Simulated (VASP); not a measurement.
## SiGe: single point with r2SCAN

Crystal: SiGe.

```
Si Ge
1.0
     3.90445    0.00000    0.00000
    -1.95223    3.38135    0.00000
     0.00000    0.00000    6.45078
Si Ge
2 2
Direct
  0.66667 0.33333 0.87461
  0.33333 0.66667 0.37461
  0.66667 0.33333 0.50039
  0.33333 0.66667 0.00039
```

| Item | Value |
| --- | --- |
| Program | VASP 6.6.1 |
| Task | single point |
| Functional | r2SCAN |
| Potentials or basis | VASP PAW PBE potentials, release 64 (Si, Ge_d) |
| Cutoff | 520 eV |
| k mesh | 12 × 12 × 4 |
| Occupations | gaussian, width 0.05 eV |
| Spin | no spin polarisation |
| Dipole correction | no |
| Further INCAR settings | ALGO = Normal; EDIFF = 1e-06; NBANDS = 26 |

```yaml
Pressure: 0.0 GPa
Largest_force: 0.022 eV/Å
Band_gap_on_the_k_mesh: 0.66 eV, indirect (least direct gap 0.78 eV)
```

Forces in eV/Å, atoms in the order of the input:
```
Si   0.000  0.000 -0.022
Si   0.000  0.000 -0.022
Ge   0.000  0.000  0.022
Ge   0.000  0.000  0.022
```

Levels at points of the mesh, in eV from the valence-band top:
```
           k point  band 16  band 17  band 18  band 19  band 20  band 21
(0.00, 0.00, 0.00)    -0.32     0.00     0.00     0.78     1.92     2.24
(0.50, 0.00, 0.00)    -3.32    -3.08    -1.61     0.66     2.34     3.56
(0.00, 0.00, 0.50)    -1.01    -1.01    -1.01     1.58     1.58     3.34
(0.50, 0.00, 0.50)    -2.70    -2.63    -2.63     0.93     0.93     2.12
```

It took 4.9 min on 1 thread of Intel Xeon 6975P-C, with other jobs on the host, peak memory 0.27 GiB.

Caveat: the PAW data sets were made with another functional, which shifts forces and pressure a little. r2SCAN opens gaps a little over a GGA but as a rule still falls short of measured ones.
